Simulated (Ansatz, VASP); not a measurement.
Pd: VASP beside Ansatz

INCAR

```
SYSTEM = Pd
PREC     = Accurate       ! precision mode
ENCUT    = 520            ! plane-wave cutoff, eV
EDIFF    = 1E-6           ! SCF threshold, eV
ISMEAR   = -1             ! smearing method
SIGMA    = 0.05           ! smearing width, eV
LREAL    = .False.        ! projectors in reciprocal space
LASPH    = .True.         ! aspherical terms in the spheres
NELM     = 150            ! most SCF steps
ALGO     = Normal         ! electronic algorithm
ISIF     = 2              ! what is computed and relaxed
LWAVE    = .False.        ! write WAVECAR
LCHARG   = .False.        ! write CHGCAR
ISPIN    = 2              ! spin polarisation
MAGMOM   = 0.5            ! initial moments
LORBIT   = 11             ! projections on sites
LMAXMIX  = 4              ! l up to which the mixer works
GGA      = RE             ! functional
NBANDS   = 15             ! bands
```

KPOINTS

```
regular mesh
0
Gamma
  13 13 13
  0 0 0
```

POSCAR

```
Pd
1.0
    2.7369676922      0.0000000000      0.0000000000
    0.0000000000      2.7369676922      0.0000000000
    0.0000000000      0.0000000000      2.7369676922
Pd
1
Direct
    0.0000000000      0.0000000000      0.0000000000
```

Input for Ansatz:

```yaml
crystal:
  lattice:
    - [2.7369676922, 0.0, 0.0]
    - [0.0, 2.7369676922, 0.0]
    - [0.0, 0.0, 2.7369676922]
  atoms:
    - { symbol: Pd, position: [0.0, 0.0, 0.0], spin: 0.5 }
hamiltonian:
  xc: revpbe
  pseudopotentials:
    kind: paw
    azcp:
      Pd: "pseudopotentials/Pd.paw.azcp"
basis:
  ecutwfc: 420
  fft_grid_basis: typed
kpoints:
  mp_grid: { grid: [13, 13, 13], shift: [0, 0, 0] }
magnetization:
  spin_polarized: true
scf:
  occupations: { method: fermi_dirac, width: 0.05 }
  lower_state_search: "off"
output:
  stress: true
```

Alike in both runs: task single point; functional revPBE; k mesh 13 × 13 × 13; occupations fermi-dirac, width 0.05 eV; collinear spin.

```csv
,VASP,Ansatz
version,VASP 6.6.1,Ansatz 0.2.0
potentials or method,"VASP PAW PBE potentials, release 64 (Pd), cutoff 520 eV","plane waves (420 eV) with PAW, scalar-relativistic"
valence electrons in the cell,10,18
```

```csv
,VASP,Ansatz,Ansatz less VASP
pressure (GPa),-9.3,-9.2,+0.12
net moment per atom (μB),0.00,0.00,0.000
```

VASP's potentials were made for PBE, not for revPBE. The functional is the same, so the differences come from potentials, cutoffs and numerics. VASP's potentials hold 10 valence electrons a cell and Ansatz's 18, so a difference there can come from the potentials and not from the codes. Ansatz's warnings: seeded moment not kept.
